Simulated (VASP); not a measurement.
A run of VASP 6.6.1 is set up as follows.

INCAR

```
SYSTEM = GaC3
PREC = Accurate
ENCUT = 520
EDIFF = 1E-6
ISMEAR = 1
SIGMA = 0.1
LREAL = .False.
LASPH = .True.
NELM = 80
ALGO = Normal
ISIF = 2
LWAVE = .False.
LCHARG = .False.
GGA = PE
NBANDS = 20
```

Contents of KPOINTS:

```
Automatic mesh
0
Gamma
  7 7 7
  0 0 0
```

POSCAR

```
GaC3
1.0
    3.3315430825      0.0000000000      0.0000000000
    0.0000000000      3.3315430825      0.0000000000
    0.0000000000      0.0000000000      3.3315430825
Ga C
1 3
Direct
    0.0000000000      0.0000000000      0.0000000000
    0.0000000000      0.5000000000      0.5000000000
    0.5000000000      0.0000000000      0.5000000000
    0.5000000000      0.5000000000      0.0000000000
```

Potentials or basis: VASP PAW PBE potentials, release 64 (Ga_d, C).

Launch:

```sh
$ cat potpaw_PBE.64/Ga_d/POTCAR potpaw_PBE.64/C/POTCAR > POTCAR
$ mpirun -np 1 vasp_std > vasp.out
```

Task: Estimate the pressure.

Result: 0.3 GPa.
